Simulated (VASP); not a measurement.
## LiCd12 (a cell with a defect): single point with PBEsol

System: LiCd12 (a cell with a defect).

```xyz
13
Lattice="5.9600 0.0000 0.0000 -4.4700 7.7423 0.0000 0.0000 0.0000 5.6203" Properties=species:S:1:pos:R:3 pbc="T T T"
Cd   -0.4536    0.4218    0.5530
Cd    0.2261    1.7474    3.0706
Cd   -2.3379    2.2850   -1.0926
Cd   -0.8634    4.5931    3.9111
Cd   -3.4434    5.1443   -0.2633
Cd   -2.7450    6.4478    2.2626
Cd    2.2590   -0.1333   -0.7060
Cd    2.9583    1.2088    1.8803
Cd    0.9066    2.8482    0.1282
Cd    1.8551    4.0245    2.6838
Cd   -0.2037    5.6653    0.9369
Cd    0.4953    7.0176    3.5138
Li    4.3550    3.4406    1.4027
```

```json
{
  "Program": "VASP 6.6.1",
  "Task": "single point",
  "Functional": "PBEsol",
  "Potentials or basis": "VASP PAW PBE potentials, release 64 (Cd, Li_sv)",
  "Cutoff": "520 eV",
  "k mesh": "3 × 2 × 3",
  "Occupations": "gaussian, width 0.1 eV",
  "Spin": "no spin polarisation"
}
```

```yaml
Largest_force: 0.012 eV/Å
Band_gap_on_the_k_mesh: zero (an odd number of electrons rules out a gap without spin polarisation)
```

Forces in eV/Å, atoms in the order of the input:
```
Cd  -0.003  0.004 -0.007
Cd   0.002 -0.005 -0.002
Cd   0.004  0.008  0.006
Cd  -0.005 -0.004 -0.009
Cd   0.006 -0.009  0.000
Cd   0.000  0.004  0.004
Cd   0.000  0.004  0.002
Cd   0.008  0.009 -0.003
Cd  -0.007  0.000  0.004
Cd   0.004  0.002 -0.002
Cd  -0.008 -0.006  0.000
Cd   0.001 -0.007  0.004
Li  -0.001  0.001  0.002
```

Levels at points of the mesh, in eV from the Fermi level:
```
           k point  band 71  band 72  band 73  band 74  band 75  band 76
(0.00, 0.00, 0.00)    -0.91    -0.67    -0.61    -0.43     0.23     0.72
(0.00, 0.50, 0.00)    -2.47    -2.40    -1.51     0.37     0.40     1.28
```

It took 5.7 min on 1 thread of Intel Xeon 8259CL, with other jobs on the host, peak memory 0.43 GiB.

Caveat: the k points lie up to 0.41 Å⁻¹ apart, too coarse for converged energies and pressures of a metal; the PAW data sets were made with another functional, which shifts forces and pressure a little.
